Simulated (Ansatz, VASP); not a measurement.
One calculation of MgO, two programs

File INCAR:

```
SYSTEM = MgO
PREC     = Accurate       ! precision mode
ENCUT    = 600            ! plane-wave cutoff, eV
EDIFF    = 1E-6           ! SCF threshold, eV
ISMEAR   = 0              ! smearing method
SIGMA    = 0.1            ! smearing width, eV
LREAL    = .FALSE.        ! projectors in reciprocal space
LASPH    = .TRUE.         ! aspherical terms in the spheres
NELM     = 200            ! most SCF steps
ALGO     = Normal         ! electronic algorithm
ISIF     = 2              ! what is computed and relaxed
LWAVE    = .FALSE.        ! write WAVECAR
LCHARG   = .FALSE.        ! write CHGCAR
LDAU     = .TRUE.         ! DFT+U
LDAUTYPE = 2            
LDAUL    = -1 1           ! shell
LDAUU    = 0 8.2          ! U, eV
LDAUJ    = 0 0          
LDAUPRINT= 1            
GGA      = PE             ! functional
IVDW     = 12             ! dispersion correction
NBANDS   = 11             ! bands
GGA_COMPAT= .FALSE.
```

Contents of KPOINTS:

```
regular mesh
0
G
  6 6 6
  0 0 0
```

File POSCAR:

```
MgO
1.0
    2.9380209034      0.0000000000      0.0000000000
   -1.4690104517      2.5444007392      0.0000000000
    0.0000000000      0.0000000000      2.6796800000
Mg O
1 1
Direct
    0.0000000000      0.0000000000      0.0000000000
    0.3333333333      0.6666666667      0.5000000000
```

Input for Ansatz:

```yaml
crystal:
  lattice:
    - [2.9380209034, 0.0, 0.0]
    - [-1.4690104517, 2.5444007392, 0.0]
    - [0.0, 0.0, 2.67968]
  atoms:
    - { symbol: Mg, position: [0.0, 0.0, 0.0] }
    - { symbol: O, position: [0.3333333333, 0.6666666667, 0.5] }
basis:
  ecutwfc: 420
kpoints:
  mp_grid: { grid: [6, 6, 6] }
hamiltonian:
  xc: pbe
  hubbard:
    sites: [{ species: O, l: p, u_eff: 8.2 }]
    projectors: ortho-atomic
  dispersion: d3bj
scf:
  occupations: { method: gaussian, width: 0.1 }
  max_iter: 80
  convergence: { dr2_threshold: "1e-7 eV" }
output:
  forces: true
  stress: true
  eigenvalues: true
```

Alike in both runs: task single point; functional PBE; dispersion D3(BJ); k mesh 6 × 6 × 6; occupations gaussian, width 0.1 eV; no spin polarisation; Hubbard terms O p U = 8.2 eV.

|  | VASP | Ansatz |
| --- | --- | --- |
| version | VASP 6.6.1 | Ansatz 0.2.0 |
| potentials or method | VASP PAW PBE potentials, release 64 (Mg, O), cutoff 600 eV | scalar-relativistic, plane waves, PAW |
| valence electrons in the cell | 8 | 16 |

|  | VASP | Ansatz | Ansatz less VASP |
| --- | --- | --- | --- |
| gap on the k mesh at the Fermi level (eV) | 3.41 | 5.97 | +2.559 |
| least direct gap on the mesh (eV) | 3.80 | 6.40 | +2.601 |
| pressure (GPa) | -9.3 | -13.1 | -3.77 |
| traceless stress, the component that is largest in VASP (GPa) | -0.83 | -1.95 | -1.112 |

The programs project onto different local orbitals, so the same U acts differently, and such runs can settle in different states. VASP's potentials hold 8 valence electrons a cell and Ansatz's 16, so a difference there can come from the potentials and not from the codes. Ansatz's warnings: stress scf threshold loose.
